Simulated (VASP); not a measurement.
Here is a VASP 6.6.1 calculation.

INCAR

```
ALGO     = Normal         # electronic algorithm
EDIFF    = 1E-7           # SCF threshold, eV
ENCUT    = 520            # plane-wave cutoff, eV
GGA      = PE             # functional
ISIF     = 2              # what is computed and relaxed
ISMEAR   = -1             # smearing method
LASPH    = True           # aspherical terms in the spheres
LCHARG   = False          # write CHGCAR
LREAL    = False          # projectors in reciprocal space
LWAVE    = False          # write WAVECAR
NBANDS   = 24             # bands
NELM     = 80             # most SCF steps
PREC     = Accurate       # precision mode
SIGMA    = 0.02           # smearing width, eV
```

Contents of KPOINTS:

```
k-points
0
Gamma
  6 6 4
```

Contents of POSCAR:

```
RbBr
1.0
    4.7710910955      0.0000000000      0.0000000000
   -2.3855455477      4.1318860925      0.0000000000
    0.0000000000      0.0000000000      8.4101528072
Rb Br
2 2
Direct
    0.0000000000      0.0000000000      0.0000000000
    0.0000000000      0.0000000000      0.5000000000
    0.3333333333      0.6666666667      0.2500000000
    0.6666666667      0.3333333333      0.7500000000
```

Potentials or basis: VASP PAW PBE potentials, release 64 (Rb_sv, Br).

Run with:

```console
$ cat potpaw_PBE.64/Rb_sv/POTCAR potpaw_PBE.64/Br/POTCAR > POTCAR
$ mpirun -np 1 vasp_std > vasp.out
```

Question: Estimate the pressure.

Answer: 0.6 GPa.

Question: Predict the band gap on the k mesh.

Answer: 4.23 eV, direct.

A k mesh can miss the band edges. Expect the measured gap to be larger: semilocal functionals such as PBE lack the derivative discontinuity.
